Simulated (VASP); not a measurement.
Write the native input for VASP 6.6.1 that does the following.

```yaml
Task: single point
Functional: PBE
Potentials_or_basis: VASP PAW PBE potentials, release 64 (Pb_d)
Cutoff: 500 eV
k_mesh: 6 × 6 × 6
Occupations: gaussian, width 0.1 eV
Spin: no spin polarisation
Dipole_correction: no
Further_INCAR_settings: ALGO = Normal; EDIFF = 1e-06; NBANDS = 21
```

The structure of Pb lies in POSCAR:

```
Pb
1.0
    0.0000000000      2.7563643755      2.7563643755
    2.7563643755      0.0000000000      2.7563643755
    2.7563643755      2.7563643755      0.0000000000
Pb
2
Direct
    0.5000000000      0.5000000000      0.5000000000
    0.7500000000      0.7500000000      0.7500000000
```

This cell differs from its parent crystal: C replaced by Pb, lengths x 1.553, strained.

The input as run:

INCAR

```
SYSTEM = Pb
  PREC = Accurate
  ENCUT = 500
  EDIFF = 1E-6
  ISMEAR = 0
  SIGMA = 0.1
  LREAL = .FALSE.
  LASPH = .TRUE.
  NELM = 120
  ALGO = Normal
  ISIF = 2
  LWAVE = .FALSE.
  LCHARG = .FALSE.
  GGA = PE
  NBANDS = 21
  GGA_COMPAT = .FALSE.
```

KPOINTS

```
regular mesh
0
G
  6 6 6
  0 0 0
```

Potentials or basis: VASP PAW PBE potentials, release 64 (Pb_d).

Run with:

```bash
$ cat potpaw_PBE.64/Pb_d/POTCAR > POTCAR
$ mpirun -np 1 vasp_std > vasp.out
```

Results of the run:

The pressure is 114.6 GPa. The band gap on the k mesh is zero (band 14 reaches 14.60 eV, above the bottom of band 15 at 13.51 eV).

Caveat: the cell differs from its parent crystal (C replaced by Pb, lengths x 1.553, strained); spin-orbit coupling is left out, which moves the levels of the heavy elements.

It took 11 s on 1 thread of Intel(R) Xeon(R) Platinum 8375C CPU @ 2.90GHz (Ice Lake), with other jobs on the host, peak memory 0.15 GiB.
